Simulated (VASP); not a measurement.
Input of a VASP 6.6.1 run:

INCAR

```
ALGO = Normal ; EDIFF = 1E-7
ENCUT = 520 ; ISIF = 2
ISMEAR = -1 ; ISPIN = 2
LASPH = True ; LCHARG = False
LMAXMIX = 4 ; LORBIT = 11
LREAL = False ; LWAVE = False
MAGMOM = 0.8 0 ; NBANDS = 18
NELM = 150 ; NUPDOWN = 0.8
PREC = Accurate ; SIGMA = 0.03
```

File KPOINTS:

```
k-points
0
Gamma
  14 14 14
```

The input POSCAR:

```
HfC
1.0
    0.0000000000      2.3250000000      2.3250000000
    2.3250000000      0.0000000000      2.3250000000
    2.3250000000      2.3250000000      0.0000000000
Hf C
1 1
Direct
    0.5000000000      0.5000000000      0.5000000000
    0.0000000000      0.0000000000      0.0000000000
```

Potentials or basis: VASP PAW LDA potentials, release 64 (Hf_pv, C).

The run is started by

```bash
$ cat potpaw_LDA.64/Hf_pv/POTCAR potpaw_LDA.64/C/POTCAR > POTCAR
$ mpirun -np 1 vasp_std > vasp.out
```

**Question.** What does it give for the pressure?

**Answer.** -8.7 GPa.

Caveat: the total moment is fixed, so each spin has its own Fermi level.
